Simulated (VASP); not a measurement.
A run of VASP 6.6.1 is set up as follows.

The input INCAR:

```
PREC = Accurate ; ENCUT = 600
EDIFF = 1E-7 ; ISMEAR = 0
SIGMA = 0.1 ; LREAL = False
LASPH = True ; NELM = 100
ALGO = Normal ; ISIF = 3
LWAVE = False ; LCHARG = False
GGA = PE ; IBRION = 2
NSW = 100 ; EDIFFG = -0.01
```

Contents of KPOINTS:

```
regular mesh
0
Gamma
  12 12 8
```

The input POSCAR:

```
Zr
1.0
    4.9098304877      0.0000000000      0.0000000000
   -2.4549152439      4.2520379306      0.0000000000
    0.0000000000      0.0000000000      5.9889994366
Zr
4
Direct
    0.0000000000      0.0000000000      0.2324618364
    0.0000000000      0.0000000000      0.7675381636
    0.3333333333      0.6666666667      0.0000000000
    0.6666666667      0.3333333333      0.0000000000
```

Potentials or basis: VASP PAW PBE potentials, release 64 (Zr_sv).

Command:

```bash
$ cat potpaw_PBE.64/Zr_sv/POTCAR > POTCAR
$ mpirun -np 1 vasp_std > vasp.out
```

(1) Predict the relaxed cell.

(2) Predict the relaxed volume.

(3) Estimate the band gap on the k mesh.

(4) Predict the space group after relaxing (to 0.05 Å).

Results:

(1) a = 4.917 Å, b = 4.917 Å, c = 5.975 Å, α = 90.00°, β = 90.00°, γ = 120.00°.

(2) 31.28 Å³/atom.

(3) zero (band 24 reaches 6.05 eV, above the bottom of band 25 at 5.35 eV).

(4) P6/mmm (No. 191).
